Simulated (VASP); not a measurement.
Wanted: the native input for a VASP 6.6.1 run.

```
Task                   : single point
Functional             : LDA
Potentials or basis    : VASP PAW LDA potentials, release 64 (Rh_pv)
Cutoff                 : 520 eV
k mesh                 : 16 × 16 × 9
Occupations            : fermi-dirac, width 0.05 eV
Spin                   : collinear spin, ferromagnetic start
Starting moments       : [0.15, 0.15] μB
Fixed moment           : 0.3 μB
Dipole correction      : no
Further INCAR settings : ALGO = Normal; EDIFF = 1e-06; NBANDS = 26
```

The structure of Rh lies in POSCAR:

```
Rh
1.0
    2.7309790422      0.0000000000      0.0000000000
   -1.3654895211      2.3650972278      0.0000000000
    0.0000000000      0.0000000000      4.4284890000
Rh
2
Direct
    0.6666666667      0.3333333333      0.7500000000
    0.3333333333      0.6666666667      0.2500000000
```

The input as run:

INCAR

```
PREC = Accurate
ENCUT = 520
EDIFF = 1E-6
ISMEAR = -1
SIGMA = 0.05
LREAL = False
LASPH = True
NELM = 150
ALGO = Normal
ISIF = 2
LWAVE = False
LCHARG = False
ISPIN = 2
MAGMOM = 0.15 0.15
LORBIT = 11
NUPDOWN = 0.3
LMAXMIX = 4
GGA = CA
NBANDS = 26
```

KPOINTS

```
Automatic mesh
0
Gamma
  16 16 9
```

Potentials or basis: VASP PAW LDA potentials, release 64 (Rh_pv).

The run is started by

```bash
$ cat potpaw_LDA.64/Rh_pv/POTCAR > POTCAR
$ mpirun -np 1 vasp_std > vasp.out
```

Results of the run:

The pressure is -18.6 GPa. The net moment is 0.30 μB per cell and the site moments are Rh +0.15 μB. The valence electrons inside the program's atomic spheres are Rh 13.72.

Caveat: the total moment is fixed, so each spin has its own Fermi level.

Wall time 110 s on 1 thread of AMD EPYC 7R13 Processor (Zen 3) (shared host), peak memory 0.21 GiB.
